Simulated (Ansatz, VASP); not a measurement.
# One calculation of RbGeN, two programs

```xyz
6
Lattice="4.1496 0.0000 0.0000 0.0000 4.1496 0.0000 0.0000 0.0000 10.3280" Properties=species:S:1:pos:R:3 pbc="T T T"
Rb    2.0748    0.0000    7.3832
Rb    0.0000    2.0748    2.9448
Ge    0.0000    0.0000    0.0000
Ge    2.0748    2.0748    0.0000
N     2.0748    0.0000    0.7018
N     0.0000    2.0748    9.6262
```

Change from the starting cell: species swapped into the BaMnGe type (P4/nmm, No. 129).

Alike in both runs: functional PBE; k mesh 10 × 10 × 4; occupations gaussian, width 0.1 eV; no spin polarisation.

Ansatz relaxed the structure, and its values are those at the end. VASP's run is a single point on that final structure, the one shown.

```csv
,VASP,Ansatz
version,VASP 6.6.1,Ansatz 0.2.0
potentials or method,"VASP PAW PBE potentials, release 64 (Rb_sv, Ge_d, N), cutoff 520 eV","scalar-relativistic, plane waves, PAW"
valence electrons in the cell,56,56
```

|  | VASP | Ansatz | Ansatz less VASP |
| --- | --- | --- | --- |
| gap on the k mesh at the Fermi level (eV) | none | none | - |
| pressure (GPa) | 0.1 | 0.0 | -0.05 |
| rms of the force components (eV/Å) | 0.005 | 0.001 | -0.0044 |

A gap of «none» marks a metal or a gap that the smearing closes.
